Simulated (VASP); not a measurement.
Crystal: AlN.

```
Al N
1.0
     0.00000    2.01887    2.01887
     2.01887    0.00000    2.01887
     2.01887    2.01887    0.00000
Al N
1 1
Direct
  0.00000 0.00000 0.00000
  0.50000 0.50000 0.50000
```

Base run:

| Property | Result |
| --- | --- |
| Program | VASP 6.6.1 |
| Functional | r2SCAN |
| Potentials or basis | VASP PAW PBE potentials, release 64 (Al, N) |
| Cutoff | 520 eV |
| k mesh | 10 × 10 × 10 |
| Occupations | gaussian, width 0.01 eV |
| Spin | no spin polarisation |

Its results: band gap on the k mesh 5.53 eV, indirect (least direct gap 6.58 eV); electronic dielectric tensor (diagonal) 4.72.

Task: The run is repeated on the same cell with these changes: functional from r2SCAN to PBE. What comes out?

Result: Band gap on the k mesh 4.65 eV, indirect (least direct gap 5.74 eV); electronic dielectric tensor (diagonal) 5.11.

r2SCAN gives the wider gap, since meta-GGAs in the generalised Kohn-Sham scheme recover part of the derivative discontinuity.

A k mesh can miss the band edges.
